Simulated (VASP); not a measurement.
# SiC (P6_3mc) in VASP: a series of runs, part 3 of 3

VASP 6.6.1.

**6. Single point, PBEsol**

Input file INCAR:

```
SYSTEM = SiC
PREC = Accurate
ENCUT = 520
EDIFF = 1E-6
ISMEAR = 0
SIGMA = 0.1
LREAL = .FALSE.
LASPH = .TRUE.
NELM = 80
ALGO = Normal
ISIF = 2
LWAVE = .FALSE.
LCHARG = .TRUE.
GGA = PS
LELF = .TRUE.
LVHAR = .TRUE.
NBANDS = 16
```

Input file KPOINTS:

```
regular mesh
0
G
  6 6 4
  0 0 0
```

Input file POSCAR:

```
SiC
1.0
    3.0760363113      0.0000000000      0.0000000000
   -1.5380181557      2.6639255886      0.0000000000
    0.0000000000      0.0000000000      5.0454426704
Si C
2 2
Direct
    0.3333333333      0.6666666667      0.0045198217
    0.6666666667      0.3333333333      0.5045198217
    0.3333333333      0.6666666667      0.3804801783
    0.6666666667      0.3333333333      0.8804801783
```

Potentials or basis: VASP PAW PBE potentials, release 64 (Si, C).

The run is started by

```bash
$ cat potpaw_PBE.64/Si/POTCAR potpaw_PBE.64/C/POTCAR > POTCAR
$ mpirun -np 1 vasp_std > vasp.out
```

OUTCAR:

```text
SYSTEM = SiC
   PREC = Accurate
   ENCUT = 520
   EDIFF = 1E-6
   ISMEAR = 0
   LREAL = .FALSE.
   LASPH = .TRUE.
   NELM = 80
   ISIF = 2
   GGA = PS

 ion  position               nearest neighbor table
   1  0.333  0.667  0.005-   4 1.88   4 1.88   4 1.88   3 1.90   2 3.09   2 3.09   2 3.09   2 3.09
                             2 3.09   2 3.09
   2  0.667  0.333  0.505-   3 1.88   3 1.88   3 1.88   4 1.90   1 3.09   1 3.09   1 3.09   1 3.09
                             1 3.09   1 3.09
   3  0.333  0.667  0.380-   2 1.88   2 1.88   2 1.88   1 1.90
   4  0.667  0.333  0.880-   1 1.88   1 1.88   1 1.88   2 1.90

  LATTYP: Found a hexagonal cell.
 ALAT       =     3.0760363113
 C/A-ratio  =     1.6402415836

  Lattice vectors:

 A1 = (   3.0760363113,   0.0000000000,   0.0000000000)
 A2 = (  -1.5380181557,   2.6639255886,   0.0000000000)
 A3 = (   0.0000000000,   0.0000000000,   5.0454426704)

Analysis of symmetry for initial positions (statically):
=====================================================================
 Subroutine PRICEL returns:
 Original cell was already a primitive cell.

 Routine SETGRP: Setting up the symmetry group for a
 hexagonal supercell.

 Subroutine GETGRP returns: Found 12 space group operations
 (whereof  6 operations were pure point group operations)
 out of a pool of 24 trial point group operations.

The static configuration has the point symmetry C_3v.
 The point group associated with its full space group is C_6v.

Analysis of symmetry for dynamics (positions and initial velocities):
=====================================================================
 Subroutine PRICEL returns:
 Original cell was already a primitive cell.

 Routine SETGRP: Setting up the symmetry group for a
 hexagonal supercell.

 Subroutine GETGRP returns: Found 12 space group operations
 (whereof  6 operations were pure point group operations)
 out of a pool of 24 trial point group operations.

[... 121 lines left out ...]
     AMIX_MAG =   1.60;   BMIX_MAG =  1.00
  volume/ion in A,a.u.               =      10.34        69.75
  Fermi-wavevector in a.u.,A,eV,Ry     =   1.193009  2.254461 19.364785  1.423272
  Thomas-Fermi vector in A             =   2.329034
   LORBIT       =      0    0 simple, 1 ext, 2 COOP (PROOUT), +10 PAW based schemes
   GGA     = PS    functional components
   LHFCALC =     F    Hartree Fock is set to
   AEXX    =    0.0000 exact exchange contribution
   IVDW    =     0    specifies the selected vdW correction
   LEPSILON=     F    determine dielectric tensor
   LRPA    =     F    only Hartree local field effects (RPA)
 non-spin polarized calculation
 Gauss-broadening in eV      SIGMA  =   0.10
  energy-cutoff  :      520.00
  volume of cell :       41.34
 maximum number of plane-waves:      1132
 NGX is ok and might be reduce to    24
   NGX = 11   NGY = 11   NGZ = 19

 number of electron      15.9999999 magnetization

 Free energy of the ion-electron system (eV)
  ---------------------------------------------------
  ext. energy  EPLUGINS =         0.00000000
  ---------------------------------------------------
  free energy    TOTEN  =       -31.81102739 eV

  energy without entropy =      -31.81102739  energy(sigma->0) =      -31.81102739

 E-fermi :   8.6708     XC(G=0): -11.5005

 val. band max:        8.2159058030   @ k =   0.0000   0.0000   0.0000
 cond. band min:      10.3318632397   @ k =   0.3333   0.3333   0.0000
 fundamental gap:      2.1159574367
 Fermi energy:         8.6707597562

 k-point     1 :       0.0000    0.0000    0.0000
  band No.  band energies     occupation
      1      -7.3776      2.00000
      2      -3.7675      2.00000
      3      -0.5468      2.00000
      4       6.8908      2.00000
      5       6.8908      2.00000
      6       8.1112      2.00000
[... 376 lines left out ...]
      3       0.4289      2.00000
      4       0.4289      2.00000
      5       2.5029      2.00000
      6       2.5029      2.00000
[... 8 lines left out ...]
     15      19.7448      0.00000
     16      19.7448      0.00000

------------------------ aborting loop because EDIFF is reached ----------------------------------------

  FORCE on cell =-STRESS in cart. coord.  units (eV):
  Direction    XX          YY          ZZ          XY          YZ          ZX
  --------------------------------------------------------------------------------------
  -------------------------------------------------------------------------------------
  Total        0.1122359      0.1122359      0.1163895     -0.0000000      0.0000000     -0.0000000
  in kB        4.3494002      4.3494002      4.5103624     -0.0000000      0.0000000     -0.0000000
  external PRESSURE =       4.4030542 kB  Pullay stress =       0.0000000 kB

 VOLUME and BASIS-vectors are now :
 -----------------------------------------------------------------------------
  energy-cutoff  :      520.00
  volume of cell :       41.34
      direct lattice vectors                 reciprocal lattice vectors
     3.076036311  0.000000000  0.000000000     0.325093692  0.187692930  0.000000000
    -1.538018156  2.663925589  0.000000000     0.000000000  0.375385861  0.000000000
     0.000000000  0.000000000  5.045442670     0.000000000  0.000000000  0.198198665

 POSITION                                       TOTAL-FORCE (eV/Angst)
 -----------------------------------------------------------------------------------
     -0.00000      1.77595      0.02280         0.000000     -0.000000      0.001122
      1.53802      0.88798      2.54553         0.000000      0.000000      0.001122
     -0.00000      1.77595      1.91969         0.000000     -0.000000     -0.001122
      1.53802      0.88798      4.44241        -0.000000      0.000000     -0.001122
 -----------------------------------------------------------------------------------
    total drift:                               -0.000000     -0.000000     -0.000149

  FREE ENERGIE OF THE ION-ELECTRON SYSTEM (eV)
  ---------------------------------------------------
  free  energy   TOTEN  =       -31.8110273922 eV

  energy  without entropy=      -31.8110273922  energy(sigma->0) =      -31.81102739
```

It took 5.1 s on 1 thread of Intel Xeon 6975P-C (Granite Rapids), shared host; peak memory 0.15 GiB.

Results:

| Property | Result |
| --- | --- |
| Free energy | -31.8110 eV |
| Pressure | 0.4 GPa |
| Band gap on the k mesh | 2.12 eV, indirect (least direct gap 3.85 eV) |

Levels at points of the mesh, in eV from the valence-band top:
| k point | band 5 | band 6 | band 7 | band 8 | band 9 | band 10 | band 11 | band 12 |
| --- | --- | --- | --- | --- | --- | --- | --- | --- |
| (0.00, 0.00, 0.00) | -1.33 | -0.10 | 0.00 | 0.00 | 4.74 | 6.16 | 6.59 | 6.59 |
| (0.50, 0.00, 0.00) | -5.48 | -3.35 | -3.34 | -1.20 | 2.65 | 4.13 | 6.80 | 7.04 |
| (0.00, 0.00, 0.50) | -0.72 | -0.72 | -0.72 | -0.72 | 5.82 | 5.82 | 7.27 | 7.27 |
| (0.50, 0.00, 0.50) | -2.46 | -2.46 | -2.34 | -2.34 | 3.17 | 3.17 | 5.16 | 5.16 |

Caveat: the PAW data sets were made with another functional, which shifts forces and pressure a little.

**7. The runs side by side**

| task | cell | k mesh | cutoff (eV) | smearing | gap on the mesh (eV) | pressure (GPa) | largest force (eV/Å) |
| --- | --- | --- | --- | --- | --- | --- | --- |
| single point | a = 3.076, b = 3.076, c = 5.048 Å, angles 90.0, 90.0, 120.0°, 4 atoms | 6 × 6 × 4 | 520 | gaussian 0.1 eV | 2.16 | 0.6 | 0.74 |
| relaxation of cell and atoms | relaxed from a = 3.076, b = 3.076, c = 5.048 Å, angles 90.0, 90.0, 120.0°, 4 atoms | 6 × 6 × 4 | 600 | gaussian 0.1 eV | 2.10 | 0.3 | 0.01 |
| relaxation of shape and atoms at fixed volume | relaxed from a = 3.106, b = 3.106, c = 5.098 Å, angles 90.0, 90.0, 120.0°, 4 atoms | 12 × 12 × 6 | 600 | gaussian 0.02 eV | 2.17 | -6.0 | - |
| relaxation of shape and atoms at fixed volume | relaxed from a = 3.136, b = 3.136, c = 5.147 Å, angles 90.0, 90.0, 120.0°, 4 atoms | 12 × 12 × 6 | 600 | gaussian 0.02 eV | 2.22 | -11.4 | 0.01 |
| single point | a = 3.076, b = 3.076, c = 5.045 Å, angles 90.0, 90.0, 120.0°, 4 atoms | 6 × 6 × 4 | 520 | gaussian 0.1 eV | 2.12 | 0.4 | - |

Alike in all rows: level PBEsol; potentials or basis VASP PAW PBE potentials, release 64 (Si, C); no spin polarisation.

Caveats: the PAW data sets were made with another functional, which shifts forces and pressure a little; the relaxation stopped at a loose force limit of 0.05 eV/Å, so its end isn't a converged minimum (some runs); the relaxation stopped at its first step, so nothing moved (some runs).

Total energies depend on the potentials used, so only differences within one code and one set of settings carry meaning.
